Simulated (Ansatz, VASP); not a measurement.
# One calculation of Hf, two programs

File INCAR:

```
ALGO     = Normal         # electronic algorithm
EDIFF    = 1E-6           # SCF threshold, eV
ENCUT    = 520            # plane-wave cutoff, eV
ISIF     = 2              # what is computed and relaxed
ISMEAR   = -1             # smearing method
LASPH    = True           # aspherical terms in the spheres
LCHARG   = True           # write CHGCAR
LELF     = True           # ELF
LREAL    = False          # projectors in reciprocal space
LVHAR    = True         
LWAVE    = False          # write WAVECAR
NBANDS   = 17             # bands
NELM     = 100            # most SCF steps
PREC     = Accurate       # precision mode
SIGMA    = 0.1            # smearing width, eV
```

KPOINTS

```
k-points
0
Gamma
  19 19 11
```

Contents of POSCAR:

```
Hf
1.0
    3.1183974891      0.0000000000      0.0000000000
   -1.5591987445      2.7006114446      0.0000000000
    0.0000000000      0.0000000000      4.9475473504
Hf
2
Direct
    0.3333333333      0.6666666667      0.2500000000
    0.6666666667      0.3333333333      0.7500000000
```

Input for Ansatz:

```yaml
crystal:
  lattice:
    - [3.1183974891, 0.0, 0.0]
    - [-1.5591987445, 2.7006114446, 0.0]
    - [0.0, 0.0, 4.9475473504]
  atoms:
    - { symbol: Hf, position: [0.3333333333, 0.6666666667, 0.25] }
    - { symbol: Hf, position: [0.6666666667, 0.3333333333, 0.75] }
hamiltonian:
  xc: lda
  pseudopotentials:
    kind: paw
    azcp:
      Hf: "pseudopotentials/Hf.paw.azcp"
basis:
  ecutwfc: 420
  fft_grid_basis: typed
kpoints:
  mp_grid: { grid: [19, 19, 11], shift: [0, 0, 0] }
magnetization:
  spin_polarized: false
scf:
  occupations: { method: fermi_dirac, width: 0.1 }
  lower_state_search: "off"
output:
  stress: true
  write_density: true
  write_potential: true
  elf: true
  volumetric_format: npy
```

Alike in both runs: task single point; functional LDA; k mesh 19 × 19 × 11; occupations fermi-dirac, width 0.1 eV; no spin polarisation.

|  | VASP | Ansatz |
| --- | --- | --- |
| version | VASP 6.6.1 | Ansatz 0.2.0 |
| potentials or method | VASP PAW LDA potentials, release 64 (Hf_pv), cutoff 520 eV | plane waves (420 eV) with PAW, scalar-relativistic |
| valence electrons in the cell | 20 | 52 |

Ansatz gave:

| Item | Value |
| --- | --- |
| pressure (GPa) | 0.0 |
| traceless stress, the component that is largest in VASP (GPa) | 0.07 |

Q: What did VASP give for the same quantities?

A: Pressure (GPa): 0.1; traceless stress, the component that is largest in VASP (GPa): 0.05.

Ansatz warns that its potentials were made for another functional, while VASP's fit it. LDA's correlation is that of Perdew and Zunger in VASP and of Perdew and Wang (1992) in Ansatz. VASP's potentials hold 20 valence electrons a cell and Ansatz's 52, so a difference there can come from the potentials and not from the codes.

Neither program's run includes spin-orbit coupling.
